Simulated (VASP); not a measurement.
Wanted: the native input for a VASP 6.6.1 run.

| Quantity | Value |
| --- | --- |
| Task | single point |
| Functional | PBE |
| Potentials or basis | VASP PAW PBE potentials, release 64 (Si, O) |
| Cutoff | 520 eV |
| k mesh | 9 × 9 × 1 |
| Occupations | gaussian, width 0.05 eV |
| Spin | collinear spin, ferromagnetic start |
| Starting moments | [0.0, 0.0, 0.0, 0.0, 0.0, 0.0, 0.0, 0.0, 2.0] μB |
| Dipole correction | yes |
| Further INCAR settings | ALGO = Normal; EDIFF = 1e-06; NBANDS = 33 |

The structure of Si8O lies in POSCAR:

```
Si8O
1.0
    3.8510821792      0.0000000000      0.0000000000
   -1.9255410896      3.3351349992      0.0000000000
    0.0000000000      0.0000000000     25.7458745107
Si O
8 1
Direct
    0.6666666667      0.3333333333      0.1553646973
    0.3333333334      0.6666666667      0.1864797868
    0.3333333334      0.6666666667      0.2789705438
    0.6666666667      0.3333333333      0.3100856332
    0.6666666667      0.3333333333      0.4023777075
    0.3333333334      0.6666666667      0.4328816163
    0.3333333334      0.6666666667      0.5270845181
    0.6666666667      0.3333333333      0.5533264953
    0.8333333333      0.6666666667      0.5987790503
```

These files were run (other wordings do the same):

INCAR

```
PREC = Accurate ; ENCUT = 520
EDIFF = 1E-6 ; ISMEAR = 0
SIGMA = 0.05 ; LREAL = F
LASPH = T ; NELM = 150
ALGO = Normal ; ISIF = 2
LWAVE = F ; LCHARG = F
ISPIN = 2 ; MAGMOM = 0 0 0 0 0 0 0 0 2
LORBIT = 11 ; LDIPOL = T
IDIPOL = 3 ; DIPOL = 0.5 0.5 0.383
GGA = PE ; NBANDS = 33
```

KPOINTS

```
Automatic mesh
0
Gamma
  9 9 1
```

Potentials or basis: VASP PAW PBE potentials, release 64 (Si, O).

Run with:

```sh
$ cat potpaw_PBE.64/Si/POTCAR potpaw_PBE.64/O/POTCAR > POTCAR
$ mpirun -np 1 vasp_std > vasp.out
```

Results of the run:

* Largest force: 1.084 eV/Å
* Net moment: -0.95 μB per cell
* Site moments: Si -0.21, -0.02, -0.04, -0.01, -0.00 (each value once); O -0.04 μB
* Valence electrons inside the program's atomic spheres: Si 1.64, 1.67, 1.68 (each value once); O 4.95

Caveat: a moment this small can come from the mesh or the smearing.

Run time: 16 min on 1 thread of Intel(R) Xeon(R) 6975P-C (Granite Rapids) (shared host), peak memory 0.79 GiB.
